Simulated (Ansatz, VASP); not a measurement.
# ZrC in VASP and in Ansatz

```
Zr C
1.0
     0.00000    2.54552    2.54552
     2.54552    0.00000    2.54552
     2.54552    2.54552    0.00000
Zr C
1 1
Direct
  0.50000 0.50000 0.50000
  0.75000 0.75000 0.75000
```

Alike in both runs: functional r2SCAN0; k mesh 5 × 5 × 5; occupations fermi-dirac, width 0.05 eV; no spin polarisation.

```csv
,VASP,Ansatz
version,VASP 6.6.1,Ansatz 0.2.0
potentials or method,"VASP PAW PBE potentials, release 64 (Zr_sv, C)",Ansatz PAW
plane-wave cutoff (eV),520,500
valence electrons in the cell,16,16
task,single point,band structure
```

|  | VASP | Ansatz | Ansatz less VASP |
| --- | --- | --- | --- |
| gap on the k mesh at the Fermi level (eV) | 2.36 | 2.31 | -0.044 |
| pressure (GPa) | -1.2 | -1.2 | -0.09 |

VASP's potentials were made for PBE, not for r2SCAN0. With one functional, cell and mesh, what is left measures potentials, basis and numerics.

The k mesh is coarse, so the values compare programs but aren't converged.
